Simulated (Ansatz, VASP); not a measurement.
# TaN: VASP beside Ansatz

```
Ta N
1.0
     2.93800    0.01469    0.01469
    -1.45628    2.53704    0.00538
     0.01442    0.01442    2.88300
Ta N
1 1
Direct
  0.33333 0.66667 0.50000
  0.00000 0.00000 0.00000
```

Change from the starting cell: equal xy, yz and zx shear strains of +1 %.

Alike in both runs: task single point; functional PBE; k mesh 12 × 12 × 10; occupations fermi-dirac, width 0.02 eV; no spin polarisation.

```csv
,VASP,Ansatz
version,VASP 6.6.1,Ansatz 0.2.0
potentials or method,"VASP PAW PBE potentials, release 64 (Ta_pv, N), cutoff 520 eV","all-electron LAPW, scalar-relativistic"
```

```csv
,VASP,Ansatz,Ansatz less VASP
pressure (GPa),5.5,5.0,-0.55
"traceless stress, the component that is largest in VASP (GPa)",-2.43,-2.40,+0.031
rms of the force components (eV/Å),0.009,0.008,-0.0008
```

Atom by atom the forces differ by 0.001 eV/Å (rms over components). Ansatz ran all-electron here, and VASP with PAW potentials.

Spin-orbit coupling is off throughout.
